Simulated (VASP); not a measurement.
# P (Cmce) in VASP: notebook, part 2 of 2

VASP 6.6.1. Earlier steps stand in the parts before.

## 3. Single point, revPBE

This run uses another cell than the first one, of 30.23 Å³/atom.

Input file INCAR:

```
  PREC = Accurate
  ENCUT = 520
  EDIFF = 1E-6
  ISMEAR = -1
  SIGMA = 0.05
  LREAL = F
  LASPH = T
  NELM = 80
  ALGO = Normal
  ISIF = 2
  LWAVE = F
  LCHARG = F
  GGA = RE
  NBANDS = 18
```

Input file KPOINTS:

```
regular mesh
0
Gamma
  8 8 6
```

Input file POSCAR:

```
P
1.0
    1.6582908079     -7.7131494048      0.0000000000
    1.6582908079      7.7131494048      0.0000000000
    0.0000000000      0.0000000000      4.7268447231
P
4
Direct
    0.9319095377      0.0680904623      0.5919595935
    0.0680904623      0.9319095377      0.4080404065
    0.5680904623      0.4319095377      0.0919595935
    0.4319095377      0.5680904623      0.9080404065
```

Potentials or basis: VASP PAW PBE potentials, release 64 (P).

Command:

```sh
$ cat potpaw_PBE.64/P/POTCAR > POTCAR
$ mpirun -np 1 vasp_std > vasp.out
```

OUTCAR:

```text
PREC = Accurate
   ENCUT = 520
   EDIFF = 1E-6
   ISMEAR = -1
   LREAL = F
   LASPH = T
   NELM = 80
   ISIF = 2
   GGA = RE

 ion  position               nearest neighbor table
   1  0.932  0.068  0.592-   4 2.23   4 2.23   2 2.27
   2  0.068  0.932  0.408-   3 2.23   3 2.23   1 2.27
   3  0.568  0.432  0.092-   2 2.23   2 2.23   4 2.27
   4  0.432  0.568  0.908-   1 2.23   1 2.23   3 2.27

  LATTYP: Found a base centered orthorhombic cell.
 ALAT       =     3.3165816158
 B/A-ratio  =     4.6512646443
 C/A-ratio  =     1.4252158610

  Lattice vectors:

 A1 = (   1.6582908079,  -7.7131494048,   0.0000000000)
 A2 = (   1.6582908079,   7.7131494048,   0.0000000000)
 A3 = (   0.0000000000,   0.0000000000,   4.7268447231)

Analysis of symmetry for initial positions (statically):
=====================================================================
 Subroutine PRICEL returns:
 Original cell was already a primitive cell.

 Routine SETGRP: Setting up the symmetry group for a
 base centered orthorhombic supercell.

 Subroutine GETGRP returns: Found  8 space group operations
 (whereof  4 operations were pure point group operations)
 out of a pool of  8 trial point group operations.

The static configuration has the point symmetry C_2h.
 The point group associated with its full space group is D_2h.

Analysis of symmetry for dynamics (positions and initial velocities):
=====================================================================
 Subroutine PRICEL returns:
 Original cell was already a primitive cell.

 Routine SETGRP: Setting up the symmetry group for a
 base centered orthorhombic supercell.

 Subroutine GETGRP returns: Found  8 space group operations
 (whereof  4 operations were pure point group operations)
 out of a pool of  8 trial point group operations.

The dynamic configuration has the point symmetry C_2h.
 The point group associated with its full space group is D_2h.

 Subroutine INISYM returns: Found  8 space group operations
 (whereof  4 operations are pure point group operations),
 and found     1 'primitive' translations

----------------------------------------------------------------------------------------

                                     Primitive cell

  volume of cell :     120.9188

  direct lattice vectors                    reciprocal lattice vectors
     1.658290808 -7.713149405  0.000000000     0.301515270 -0.064824363  0.000000000
     1.658290808  7.713149405  0.000000000     0.301515270  0.064824363  0.000000000
     0.000000000  0.000000000  4.726844723     0.000000000  0.000000000  0.211557616

  length of vectors
     7.889398085  7.889398085  4.726844723     0.308405019  0.308405019  0.211557616

  position of ions in fractional coordinates (direct lattice)
     0.931909538  0.068090462  0.591959594
     0.068090462  0.931909538  0.408040406
     0.568090462  0.431909538  0.091959594
     0.431909538  0.568090462  0.908040406

  ion indices of the primitive-cell ions
   primitive index   ion index
                 1           1
                 2           2
                 3           3
                 4           4

----------------------------------------------------------------------------------------

[... 21 lines left out ...]

 Found     84 irreducible k-points:

 Following reciprocal coordinates:
            Coordinates               Weight
  0.000000  0.000000  0.000000      1.000000
  0.125000  0.000000  0.000000      4.000000
  0.250000  0.000000  0.000000      4.000000
  0.375000  0.000000  0.000000      4.000000
  0.500000  0.000000  0.000000      2.000000
  0.125000  0.125000  0.000000      2.000000
[... 16 lines left out ...]
  0.125000  0.000000  0.166667      8.000000
  0.250000  0.000000  0.166667      8.000000
 [... further k-points ...]
   k-points           NKPTS =     84   k-points in BZ     NKDIM =     84   number of bands    NBANDS=     18
   number of dos      NEDOS =    301   number of ions     NIONS =      4
   total plane-waves  NPLWV = 129600
   dimension x,y,z NGX =    60 NGY =   60 NGZ =   36
   dimension x,y,z NGXF=   120 NGYF=  120 NGZF=   72
   ions per type =               4
   NGX,Y,Z   is equivalent  to a cutoff of  12.64, 12.64, 12.66 a.u.
   NGXF,Y,Z  is equivalent  to a cutoff of  25.29, 25.29, 25.32 a.u.
 SYSTEM =  unknown system
   PREC   = accura    normal or accurate (medium, high low for compatibility)
   ISTART =      0    job   : 0-new  1-cont  2-samecut
   ICHARG =      2    charge: 1-file 2-atom 10-const
   ISPIN  =      1    spin polarized calculation?
   LNONCOLLINEAR =      F non collinear calculations
   LSORBIT =      F    spin-orbit coupling
   LASPH  =      T    aspherical Exc in radial PAW
   ENCUT  =  520.0 eV  38.22 Ry    6.18 a.u.  14.67 14.67  8.79*2*pi/ulx,y,z
   NELM   =     80;   NELMIN=  2; NELMDL= -5     # of ELM steps
   EDIFF  = 0.1E-05   stopping-criterion for ELM
   LREAL  =      F    real-space projection
   EDIFFG = 0.1E-04   stopping-criterion for IOM
   NSW    =      0    number of steps for IOM
   IBRION =     -1    ionic relax: 0-MD 1-quasi-New 2-CG
   NFREE  =      0    steps in history (QN), initial steepest desc. (CG)
   ISIF   =      2    stress and relaxation
   ISYM   =      2    0-nonsym 1-usesym 2-fastsym
   POTIM  = 0.5000    time-step for ionic-motion
   TEBEG  =    0.0;   TEEND  =   0.0 temperature during run
   PSTRESS=    0.0 pullay stress
   NELECT =      20.0000    total number of electrons
   NUPDOWN=      -1.0000    fix difference up-down
   EMIN   =  10.00;   EMAX   =-10.00  energy-range for DOS
   EFERMI =   0.00;   METHOD = LEGACY
   ISMEAR =    -1;   SIGMA  =   0.05  broadening in eV -4-tet -1-fermi 0-gaus
   EFERMI_NEDOS =   21; number of points for ismear=-14 and -15
   IALGO  =     38    algorithm
   IMIX   =      4    mixing-type and parameters
     AMIX     =   0.40;   BMIX     =  1.00
     AMIX_MAG =   1.60;   BMIX_MAG =  1.00
  volume/ion in A,a.u.               =      30.23       204.00
  Fermi-wavevector in a.u.,A,eV,Ry     =   0.898642  1.698188 10.987496  0.807558
  Thomas-Fermi vector in A             =   2.021377
   LORBIT       =      0    0 simple, 1 ext, 2 COOP (PROOUT), +10 PAW based schemes
   GGA     = RE    functional components
   LHFCALC =     F    Hartree Fock is set to
   AEXX    =    0.0000 exact exchange contribution
   IVDW    =     0    specifies the selected vdW correction
   LEPSILON=     F    determine dielectric tensor
   LRPA    =     F    only Hartree local field effects (RPA)
 non-spin polarized calculation
  energy-cutoff  :      520.00
  volume of cell :      120.92
 maximum number of plane-waves:      3278
   NGX = 29   NGY = 29   NGZ = 17

 number of electron      19.9999998 magnetization

 Free energy of the ion-electron system (eV)
  ---------------------------------------------------
  ext. energy  EPLUGINS =         0.00000000
  ---------------------------------------------------
  free energy    TOTEN  =       -20.46315372 eV

  energy without entropy =      -20.46315080  energy(sigma->0) =      -20.46315226

 E-fermi :   2.4644     XC(G=0):  -7.0637

 val. band max:        1.9753898813   @ k =   0.5000   0.5000   0.0000
 cond. band min:       2.8873704100   @ k =   0.5000   0.5000   0.0000
 fundamental gap:      0.9119805287
 Fermi energy:         2.4644376360

 k-point     1 :       0.0000    0.0000    0.0000
  band No.  band energies     occupation
      1     -12.7789      2.00000
      2     -10.4135      2.00000
      3      -7.2168      2.00000
      4      -3.5756      2.00000
      5      -2.8171      2.00000
      6      -2.3338      2.00000
[... 481 lines left out ...]
      5      -3.4491      2.00000
      6      -2.8679      2.00000
[... 10 lines left out ...]
     17       7.8737      0.00000
     18       8.3047      0.00000

 [... further k-points ...]

------------------------ aborting loop because EDIFF is reached ----------------------------------------

  FORCE on cell =-STRESS in cart. coord.  units (eV):
  Direction    XX          YY          ZZ          XY          YZ          ZX
  --------------------------------------------------------------------------------------
  -------------------------------------------------------------------------------------
  Total       -0.2426931     -0.2113323     -0.2601122      0.0000000      0.0000000      0.0000000
  in kB       -3.2156903     -2.8001596     -3.4464946      0.0000000      0.0000000      0.0000000
  external PRESSURE =      -3.1541148 kB  Pullay stress =       0.0000000 kB

 VOLUME and BASIS-vectors are now :
 -----------------------------------------------------------------------------
  energy-cutoff  :      520.00
  volume of cell :      120.92
      direct lattice vectors                 reciprocal lattice vectors
     1.658290808 -7.713149405  0.000000000     0.301515270 -0.064824363  0.000000000
     1.658290808  7.713149405  0.000000000     0.301515270  0.064824363  0.000000000
     0.000000000  0.000000000  4.726844723     0.000000000  0.000000000  0.211557616

 POSITION                                       TOTAL-FORCE (eV/Angst)
 -----------------------------------------------------------------------------------
      1.65829     -6.66277      2.79810         0.000000     -0.052096      0.044888
      1.65829      6.66277      1.92874         0.000000      0.052096     -0.044888
      1.65829     -1.05038      0.43468         0.000000      0.052096      0.044888
      1.65829      1.05038      4.29217         0.000000     -0.052096     -0.044888
 -----------------------------------------------------------------------------------
    total drift:                               -0.000000      0.000000      0.000000

  FREE ENERGIE OF THE ION-ELECTRON SYSTEM (eV)
  ---------------------------------------------------
  free  energy   TOTEN  =       -20.4631537218 eV

  energy  without entropy=      -20.4631507965  energy(sigma->0) =      -20.46315226
```

OSZICAR:

```text
N       E                     dE             d eps       ncg     rms          rms(c)
DAV:   1     0.787519110184E+02    0.78752E+02   -0.77490E+03  3024   0.894E+02
DAV:   2    -0.145380609335E+02   -0.93290E+02   -0.89697E+02  4040   0.154E+02
DAV:   3    -0.205087024274E+02   -0.59706E+01   -0.59308E+01  4060   0.409E+01
DAV:   4    -0.206077329133E+02   -0.99030E-01   -0.98954E-01  4342   0.607E+00
DAV:   5    -0.206098733432E+02   -0.21404E-02   -0.21402E-02  4256   0.799E-01    0.107E+01
DAV:   6    -0.205086661794E+02    0.10121E+00   -0.54718E-02  3916   0.121E+00    0.640E+00
DAV:   7    -0.204616388194E+02    0.47027E-01   -0.11342E-01  3930   0.177E+00    0.251E-01
DAV:   8    -0.204629687652E+02   -0.13299E-02   -0.98498E-03  3390   0.574E-01    0.165E-01
DAV:   9    -0.204632189385E+02   -0.25017E-03   -0.65174E-04  4036   0.162E-01    0.110E-01
DAV:  10    -0.204632365534E+02   -0.17615E-04   -0.31288E-04  3184   0.126E-01    0.458E-02
DAV:  11    -0.204631658944E+02    0.70659E-04   -0.14151E-04  3862   0.789E-02    0.160E-02
DAV:  12    -0.204631547019E+02    0.11192E-04   -0.21946E-05  4006   0.325E-02    0.338E-03
DAV:  13    -0.204631533205E+02    0.13814E-05   -0.11043E-06  3104   0.718E-03    0.194E-03
DAV:  14    -0.204631537218E+02   -0.40132E-06   -0.39876E-07  2584   0.463E-03
   1 F= -.20463154E+02 E0= -.20463152E+02  d E =-.292531E-05
```

stdout:

```text
POSCAR found type information on POSCAR P
 POSCAR found :  1 types and       4 ions
 scaLAPACK will be used
 -----------------------------------------------------------------------------
|                                                                             |
|                                                                             |
|     You enforced a specific xc type in the INCAR file but a different       |
|     I HOPE YOU KNOW WHAT YOU ARE DOING!                                     |
|                                                                             |
 -----------------------------------------------------------------------------

 LDA part: xc-table for (Slater+PW92), standard interpolation
 POSCAR, INCAR and KPOINTS ok, starting setup
 FFT: planning ... GRIDC
 FFT: planning ... GRID_SOFT
 FFT: planning ... GRID
 WAVECAR not read
 entering main loop
```

It took 2.8 min on 1 thread of AMD EPYC 9R45 (Zen 5), shared host; peak memory 0.37 GiB.

What came out:

```
Free energy            : -20.4632 eV
Pressure               : -0.3 GPa
Largest force          : 0.069 eV/Å
Band gap on the k mesh : 0.91 eV
```

Forces in eV/Å, atoms in the order of the input:
```
P    0.000 -0.052  0.045
P    0.000  0.052 -0.045
P    0.000  0.052  0.045
P    0.000 -0.052 -0.045
```

Caveat: the PAW data sets were made with another functional, which shifts forces and pressure a little. A k mesh can miss the band edges.

## 4. Single point, BLYP

This run uses another cell than the first one, of 34.52 Å³/atom.

Input file INCAR:

```
AGGAC = 1.0 ; AGGAX = 1.0
ALDAC = 0.0 ; ALDAX = 1.0
ALGO = Normal ; EDIFF = 1E-6
ENCUT = 520 ; GGA = B5
ISIF = 2 ; ISMEAR = -1
LASPH = T ; LCHARG = F
LREAL = F ; LWAVE = F
NBANDS = 18 ; NELM = 80
PREC = Accurate ; SIGMA = 0.05
```

Input file KPOINTS:

```
k-points
0
Gamma
  8 8 6
```

Input file POSCAR:

```
P
1.0
    1.6792056635     -8.4447480931      0.0000000000
    1.6792056635      8.4447480931      0.0000000000
    0.0000000000      0.0000000000      4.8689781933
P
4
Direct
    0.9374554971      0.0625445029      0.5958486393
    0.0625445029      0.9374554971      0.4041513607
    0.5625445029      0.4374554971      0.0958486393
    0.4374554971      0.5625445029      0.9041513607
```

Command:

```sh
$ cat potpaw_PBE.64/P/POTCAR > POTCAR
$ mpirun -np 1 vasp_std > vasp.out
```

It took 3.3 min on 1 thread of AMD EPYC 9R45 (Zen 5), shared host; peak memory 0.42 GiB.

Results (log left out):

```yaml
Free_energy: -18.8448 eV
Pressure: -0.1 GPa
Largest_force: 0.030 eV/Å
Band_gap_on_the_k_mesh: 1.01 eV
```

Forces on the atoms (eV/Å):
```
P    0.000 -0.014  0.027
P    0.000  0.014 -0.027
P    0.000  0.014  0.027
P    0.000 -0.014 -0.027
```

Stress tensor (GPa, compression positive):
```
-0.01  0.00  0.00
 0.00 -0.02  0.00
 0.00  0.00 -0.12
```

Levels at points of the mesh, in eV from the valence-band top:
```
           k point  band 7  band 8  band 9  band 10  band 11  band 12  band 13  band 14
(0.00, 0.00, 0.00)   -3.15   -1.80   -1.43    -0.02     1.14     1.82     2.50     3.11
(0.50, 0.00, 0.00)   -2.58   -2.58   -1.73    -1.73     1.26     1.26     2.45     2.45
(0.50, 0.50, 0.00)   -3.15   -1.80   -1.37     0.00     1.01     1.82     2.50     3.11
(0.00, 0.00, 0.50)   -2.50   -2.50   -1.43    -1.43     2.00     2.00     3.70     3.70
(0.50, 0.00, 0.50)   -4.13   -4.13   -0.94    -0.94     2.27     2.27     3.54     3.54
(0.50, 0.50, 0.50)   -2.50   -2.50   -1.44    -1.44     2.01     2.01     3.41     3.41
```

Caveat: the PAW data sets were made with another functional, which shifts forces and pressure a little.

## 5. The runs side by side

| level | cell | gap on the mesh (eV) | pressure (GPa) | largest force (eV/Å) |
| --- | --- | --- | --- | --- |
| BLYP | a = 5.708, b = 5.708, c = 4.544 Å, angles 90.0, 90.0, 146.4°, 4 atoms, atomic positions A | 0.21 | 6.2 | 0.43 |
| revPBE | a = 7.889, b = 7.889, c = 4.727 Å, angles 90.0, 90.0, 155.7°, 4 atoms, atomic positions B | 0.91 | -0.3 | 0.07 |
| BLYP | a = 8.610, b = 8.610, c = 4.869 Å, angles 90.0, 90.0, 157.5°, 4 atoms, atomic positions C | 1.01 | -0.1 | 0.03 |

Alike in all rows: task single point; potentials or basis VASP PAW PBE potentials, release 64 (P); no spin polarisation; k mesh 8 × 8 × 6; cutoff (eV) 520; smearing fermi-dirac 0.05 eV.

Caveats: the PAW data sets were made with another functional, which shifts forces and pressure a little; the cell stands under pressure (at least some runs); semilocal functionals underestimate gaps, and a narrow one can read as zero (at least some runs).

Total energies depend on the potentials used, so only differences within one code and one set of settings carry meaning.
